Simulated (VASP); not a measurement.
# CaPtS3 (P4mm) in VASP: notebook

The runs below take CaPtS3 through single point, with PBE.

Program: VASP 6.6.1. These are calculated values, not measurements. Logs are shortened: lines on timing, memory, paths and dates and some standing lists are left out, and cuts for length are marked.

## 1. The cell of the first run

The structure is tetragonal, space group P4mm (No. 99). The conventional cell has a = 4.391 Å, b = 4.391 Å, c = 5.852 Å, α = 90.00°, β = 90.00°, γ = 90.00°. Ca (site symmetry 4mm) has 8 S at 2.87 to 3.21 Å within 3.8 Å. Within 3.1 Å of Pt (site symmetry 4mm) lie 5 S at 2.34 to 2.35 Å. S (site symmetry 2mm) has 2 Pt at 2.35 Å and 2 Ca at 2.87 Å within 3.1 Å. Within 3.1 Å of S (site symmetry 4mm) lie 1 Pt at 2.34 Å.

## 2. Single point, PBE

File INCAR:

```
SYSTEM = CaPtS3
PREC = Accurate ; ENCUT = 520
EDIFF = 1E-6 ; ISMEAR = 0
SIGMA = 0.1 ; LREAL = .False.
LASPH = .True. ; NELM = 100
ALGO = Normal ; ISIF = 2
LWAVE = .False. ; LCHARG = .False.
GGA = PE ; NBANDS = 27
```

File KPOINTS:

```
regular mesh
0
Gamma
  4 4 4
  0 0 0
```

File POSCAR:

```
CaPtS3
1.0
    4.3906987051      0.0000000000      0.0000000000
    0.0000000000      4.3906987051      0.0000000000
    0.0000000000      0.0000000000      5.8515456076
Ca Pt S
1 1 3
Direct
    0.5000000000      0.5000000000      0.3843452795
    0.0000000000      0.0000000000      0.9247959419
    0.0000000000      0.5000000000      0.0675883110
    0.5000000000      0.0000000000      0.0675883110
    0.0000000000      0.0000000000      0.5246486965
```

Potentials or basis: VASP PAW PBE potentials, release 64 (Ca_sv, Pt, S).

Started as:

```console
$ cat potpaw_PBE.64/Ca_sv/POTCAR potpaw_PBE.64/Pt/POTCAR potpaw_PBE.64/S/POTCAR > POTCAR
$ mpirun -np 1 vasp_std > vasp.out
```

OUTCAR:

```text
SYSTEM = CaPtS3
   PREC = Accurate
   ENCUT = 520
   EDIFF = 1E-6
   ISMEAR = 0
   LREAL = .False.
   LASPH = .True.
   NELM = 100
   ISIF = 2
   GGA = PE

 ion  position               nearest neighbor table
   1  0.500  0.500  0.384-   3 2.87   4 2.87   4 2.87   3 2.87
   2  0.000  0.000  0.925-   5 2.34   4 2.35   3 2.35   3 2.35   4 2.35
   3  0.000  0.500  0.068-   2 2.35   2 2.35   1 2.87   1 2.87
   4  0.500  0.000  0.068-   2 2.35   2 2.35   1 2.87   1 2.87
   5  0.000  0.000  0.525-   2 2.34

  LATTYP: Found a simple tetragonal cell.
 ALAT       =     4.3906987051
 C/A-ratio  =     1.3327139940

  Lattice vectors:

 A1 = (   4.3906987051,   0.0000000000,   0.0000000000)
 A2 = (   0.0000000000,   4.3906987051,   0.0000000000)
 A3 = (   0.0000000000,   0.0000000000,   5.8515456076)

Analysis of symmetry for initial positions (statically):
=====================================================================
 Subroutine PRICEL returns:
 Original cell was already a primitive cell.

 Routine SETGRP: Setting up the symmetry group for a
 simple tetragonal supercell.

 Subroutine GETGRP returns: Found  8 space group operations
 (whereof  8 operations were pure point group operations)
 out of a pool of 16 trial point group operations.

The static configuration has the point symmetry C_4v.

Analysis of symmetry for dynamics (positions and initial velocities):
=====================================================================
 Subroutine PRICEL returns:
 Original cell was already a primitive cell.

 Routine SETGRP: Setting up the symmetry group for a
 simple tetragonal supercell.

 Subroutine GETGRP returns: Found  8 space group operations
 (whereof  8 operations were pure point group operations)
 out of a pool of 16 trial point group operations.

The dynamic configuration has the point symmetry C_4v.

 Subroutine INISYM returns: Found  8 space group operations
 (whereof  8 operations are pure point group operations),
 and found     1 'primitive' translations

----------------------------------------------------------------------------------------

                                     Primitive cell

  volume of cell :     112.8075

  direct lattice vectors                    reciprocal lattice vectors
     4.390698705  0.000000000  0.000000000     0.227754184  0.000000000  0.000000000
     0.000000000  4.390698705  0.000000000     0.000000000  0.227754184  0.000000000
[... 86 lines left out ...]
   EDIFFG = 0.1E-04   stopping-criterion for IOM
   NSW    =      0    number of steps for IOM
   IBRION =     -1    ionic relax: 0-MD 1-quasi-New 2-CG
   NFREE  =      0    steps in history (QN), initial steepest desc. (CG)
   ISIF   =      2    stress and relaxation
   ISYM   =      2    0-nonsym 1-usesym 2-fastsym
   POTIM  = 0.5000    time-step for ionic-motion
   TEBEG  =    0.0;   TEEND  =   0.0 temperature during run
   PSTRESS=    0.0 pullay stress
   NELECT =      38.0000    total number of electrons
   NUPDOWN=      -1.0000    fix difference up-down
   EMIN   =  10.00;   EMAX   =-10.00  energy-range for DOS
   EFERMI =   0.00;   METHOD = LEGACY
   ISMEAR =     0;   SIGMA  =   0.10  broadening in eV -4-tet -1-fermi 0-gaus
   EFERMI_NEDOS =   21; number of points for ismear=-14 and -15
   IALGO  =     38    algorithm
   IMIX   =      4    mixing-type and parameters
     AMIX     =   0.40;   BMIX     =  1.00
     AMIX_MAG =   1.60;   BMIX_MAG =  1.00
  volume/ion in A,a.u.               =      22.56       152.25
  Fermi-wavevector in a.u.,A,eV,Ry     =   1.139087  2.152562 17.653808  1.297518
  Thomas-Fermi vector in A             =   2.275790
   LORBIT       =      0    0 simple, 1 ext, 2 COOP (PROOUT), +10 PAW based schemes
   GGA     = PE    functional components
   LHFCALC =     F    Hartree Fock is set to
   AEXX    =    0.0000 exact exchange contribution
   IVDW    =     0    specifies the selected vdW correction
   LEPSILON=     F    determine dielectric tensor
   LRPA    =     F    only Hartree local field effects (RPA)
 non-spin polarized calculation
 Gauss-broadening in eV      SIGMA  =   0.10
  energy-cutoff  :      520.00
  volume of cell :      112.81
 maximum number of plane-waves:      3080
 NGX is ok and might be reduce to    36
   NGX = 17   NGY = 17   NGZ = 21

 number of electron      38.0000002 magnetization

 Free energy of the ion-electron system (eV)
  ---------------------------------------------------
  ext. energy  EPLUGINS =         0.00000000
  ---------------------------------------------------
  free energy    TOTEN  =       -23.65784524 eV

  energy without entropy =      -23.64927690  energy(sigma->0) =      -23.65356107

 E-fermi :   4.3837     XC(G=0):  -9.4343

 val. band max:        4.3332407384   @ k =   0.2500   0.0000   0.5000
 cond. band min:       4.4202653232   @ k =   0.2500   0.0000   0.0000
 fundamental gap:      0.0870245848
 Fermi energy:         4.3837081053

 k-point     1 :       0.0000    0.0000    0.0000
  band No.  band energies     occupation
      1     -36.2582      2.00000
      2     -17.2974      2.00000
      3     -17.2451      2.00000
      4     -17.2451      2.00000
      5      -9.7823      2.00000
      6      -7.8182      2.00000
[... 529 lines left out ...]
     26       9.2263      0.00000
     27       9.5853      0.00000

------------------------ aborting loop because EDIFF is reached ----------------------------------------

  FORCE on cell =-STRESS in cart. coord.  units (eV):
  Direction    XX          YY          ZZ          XY          YZ          ZX
  --------------------------------------------------------------------------------------
  -------------------------------------------------------------------------------------
  Total       -0.0764528     -0.0764528     -0.1085526      0.0000000      0.0000000      0.0000000
  in kB       -1.0858408     -1.0858408     -1.5417457      0.0000000      0.0000000      0.0000000
  external PRESSURE =      -1.2378091 kB  Pullay stress =       0.0000000 kB

 VOLUME and BASIS-vectors are now :
 -----------------------------------------------------------------------------
  energy-cutoff  :      520.00
  volume of cell :      112.81
      direct lattice vectors                 reciprocal lattice vectors
     4.390698705  0.000000000  0.000000000     0.227754184  0.000000000  0.000000000
     0.000000000  4.390698705  0.000000000     0.000000000  0.227754184  0.000000000
     0.000000000  0.000000000  5.851545608     0.000000000  0.000000000  0.170895019

 POSITION                                       TOTAL-FORCE (eV/Angst)
 -----------------------------------------------------------------------------------
      2.19535      2.19535      2.24901         0.000000     -0.000000      0.039307
      0.00000      0.00000      5.41149         0.000000      0.000000     -0.016981
      0.00000      2.19535      0.39550         0.000000      0.000000     -0.019517
      2.19535      0.00000      0.39550        -0.000000      0.000000     -0.019517
      0.00000      0.00000      3.07001         0.000000      0.000000      0.016709
 -----------------------------------------------------------------------------------
    total drift:                                0.000000      0.000000     -0.000365

  FREE ENERGIE OF THE ION-ELECTRON SYSTEM (eV)
  ---------------------------------------------------
  free  energy   TOTEN  =       -23.6578452421 eV

  energy  without entropy=      -23.6492769049  energy(sigma->0) =      -23.65356107
```

OSZICAR:

```text
N       E                     dE             d eps       ncg     rms          rms(c)
DAV:   1     0.265455483875E+03    0.26546E+03   -0.17572E+04   972   0.127E+03
DAV:   2    -0.586192665926E+01   -0.27132E+03   -0.26305E+03  1130   0.301E+02
DAV:   3    -0.255860642713E+02   -0.19724E+02   -0.19318E+02  1527   0.726E+01
DAV:   4    -0.262842909390E+02   -0.69823E+00   -0.69489E+00  1549   0.122E+01
DAV:   5    -0.263062500688E+02   -0.21959E-01   -0.21955E-01  1377   0.159E+00    0.190E+01
DAV:   6    -0.245152272036E+02    0.17910E+01   -0.20361E+01  1113   0.298E+01    0.179E+01
DAV:   7    -0.236591450722E+02    0.85608E+00   -0.43661E+00  1078   0.146E+01    0.719E+00
DAV:   8    -0.236682499171E+02   -0.91048E-02   -0.61411E-01  1207   0.405E+00    0.276E+00
DAV:   9    -0.236542593599E+02    0.13991E-01   -0.66830E-02  1131   0.208E+00    0.624E-01
DAV:  10    -0.236557981398E+02   -0.15388E-02   -0.12168E-02  1250   0.513E-01    0.269E-01
DAV:  11    -0.236571454774E+02   -0.13473E-02   -0.11716E-03  1193   0.173E-01    0.104E-01
DAV:  12    -0.236577122616E+02   -0.56678E-03   -0.48303E-04  1267   0.111E-01    0.243E-02
DAV:  13    -0.236578323575E+02   -0.12010E-03   -0.12101E-04  1110   0.568E-02    0.203E-02
DAV:  14    -0.236578429032E+02   -0.10546E-04   -0.10972E-05  1247   0.176E-02    0.754E-03
DAV:  15    -0.236578450298E+02   -0.21266E-05   -0.21636E-06   954   0.743E-03    0.359E-03
DAV:  16    -0.236578452421E+02   -0.21232E-06   -0.27360E-07   927   0.301E-03
   1 F= -.23657845E+02 E0= -.23653561E+02  d E =-.856834E-02
```

Wall time 27 s (1 thread of Intel Xeon 6975P-C (Granite Rapids), shared host); peak memory 0.26 GiB.

Results:

```yaml
Free_energy: -23.6578 eV
Pressure: -0.1 GPa
Largest_force: 0.039 eV/Å
Band_gap_on_the_k_mesh: zero (band 19 reaches 4.91 eV, above the bottom of band 20 at 4.07 eV)
```

Forces on the atoms (eV/Å):
```
Ca   0.000  0.000  0.039
Pt   0.000  0.000 -0.017
S    0.000  0.000 -0.020
S    0.000  0.000 -0.020
S    0.000  0.000  0.017
```

Levels at points of the mesh, in eV from the Fermi level:
```tsv
k point	band 16	band 17	band 18	band 19	band 20	band 21	band 22	band 23
(0.00, 0.00, 0.00)	-1.26	-1.26	0.46	0.53	0.61	0.61	2.65	2.81
(0.50, 0.00, 0.00)	-2.50	-1.23	-1.21	-0.80	0.20	1.31	3.88	4.18
(0.50, 0.50, 0.00)	-2.41	-1.60	-1.41	-1.41	0.52	3.21	4.27	4.49
(0.00, 0.00, 0.50)	-1.19	-1.19	0.24	0.24	0.26	0.47	3.34	3.83
(0.50, 0.00, 0.50)	-2.00	-1.12	-0.79	-0.51	0.27	0.63	3.61	3.84
(0.50, 0.50, 0.50)	-1.64	-1.23	-1.23	-0.11	0.53	3.19	3.45	3.92
```

Caveat: spin-orbit coupling is left out, which moves the levels of the heavy elements.

(Continued in part 2 of 3.)
